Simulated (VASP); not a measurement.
**Si2Mo: relaxation of cell and atoms with PBEsol+D4**

Si2Mo:

```xyz
9
Lattice="4.5855 0.0000 0.0000 -2.2927 3.9711 0.0000 0.0000 0.0000 6.5798" Properties=species:S:1:pos:R:3 pbc="T T T"
Mo    1.1464    1.9856    5.4831
Mo   -1.1464    1.9856    1.0966
Mo    2.2927    0.0000    3.2899
Si    0.0000    1.3015    3.2899
Si    1.1656    3.3204    1.0966
Si    3.4583    0.6508    5.4831
Si    2.2927    2.6696    3.2899
Si    1.1272    0.6508    1.0966
Si   -1.1656    3.3204    5.4831
```

| Item | Value |
| --- | --- |
| Program | VASP 6.6.1 |
| Task | relaxation of cell and atoms |
| Functional | PBEsol |
| Dispersion | D4 |
| Potentials or basis | VASP PAW PBE potentials, release 64 (Mo_sv, Si) |
| Cutoff | 600 eV |
| k mesh | 7 × 7 × 4 |
| Occupations | fermi-dirac, width 0.05 eV |
| Spin | no spin polarisation |
| Dipole correction | no |
| Further INCAR settings | ALGO = Normal; EDIFF = 1e-06; IBRION = 2; EDIFFG = -0.01; NSW = 60; ISIF = 3 |

```json
{
 "Relaxed volume": "13.03 Å³/atom",
 "Relaxed cell": "a = 4.550 Å, b = 4.550 Å, c = 6.539 Å, α = 90.00°, β = 90.00°, γ = 120.00°",
 "Space group after relaxing (to 0.1 Å)": "P6_222 (No. 180)",
 "Energy gained by relaxing": "4.3 meV/atom",
 "Ionic steps": "8",
 "Pressure after relaxing": "0.0 GPa",
 "Largest force after relaxing": "0.004 eV/Å",
 "Band gap on the k mesh": "0.25 eV (least direct gap 0.65 eV)",
 "Dispersion energy per atom": "-0.329 eV"
}
```

Forces on the atoms (eV/Å):
```
Mo   0.000  0.000  0.000
Mo   0.000  0.000  0.000
Mo   0.000  0.000  0.000
Si   0.000  0.004  0.000
Si  -0.003 -0.002  0.000
Si  -0.003  0.002  0.000
Si   0.000 -0.004  0.000
Si   0.003  0.002  0.000
Si   0.003 -0.002  0.000
```

The path:
```csv
step,energy change (eV),largest force (eV/Å),pressure (GPa),volume (Å³)
1,0.0000,0.0402,-4.74,119.81
2,0.0748,0.0162,9.06,113.11
3,-0.0386,0.0210,0.01,117.29
4,-0.0386,0.0211,-0.13,117.34
5,-0.0388,0.0084,-0.13,117.33
6,-0.0388,0.0069,-0.13,117.32
7,-0.0388,0.0003,0.18,117.17
8,-0.0389,0.0037,0.02,117.25
```

Final structure:
```
Mo Si
1.0
     4.55040    0.00000    0.00000
    -2.27520    3.94077    0.00000
     0.00000    0.00000    6.53866
Mo Si
3 6
Cartesian
  1.1376 1.9704 5.4489
  -1.1376 1.9704 1.0898
  2.2752 0.0000 3.2693
  0.0000 1.2933 3.2693
  1.1551 3.2941 1.0898
  3.4303 0.6467 5.4489
  2.2752 2.6474 3.2693
  1.1201 0.6467 1.0898
  -1.1551 3.2941 5.4489
```

Levels at points of the mesh, in eV from the valence-band top:
```
           k point  band 29  band 30  band 31  band 32  band 33  band 34  band 35  band 36  band 37  band 38
(0.00, 0.00, 0.00)    -2.97    -2.97    -2.66    -2.03    -0.77     2.16     2.53     2.53     2.66     2.72
(0.00, 0.00, 0.50)    -2.24    -2.24    -1.98    -0.66    -0.66     2.04     2.46     2.50     2.50     2.71
```

Wall time 7.5 min on 1 thread of Oxide Virtual Turin-like Processor, on a shared host, peak memory 0.32 GiB.

Caveat: the PAW data sets were made with another functional, which shifts forces and pressure a little. A k mesh can miss the band edges.
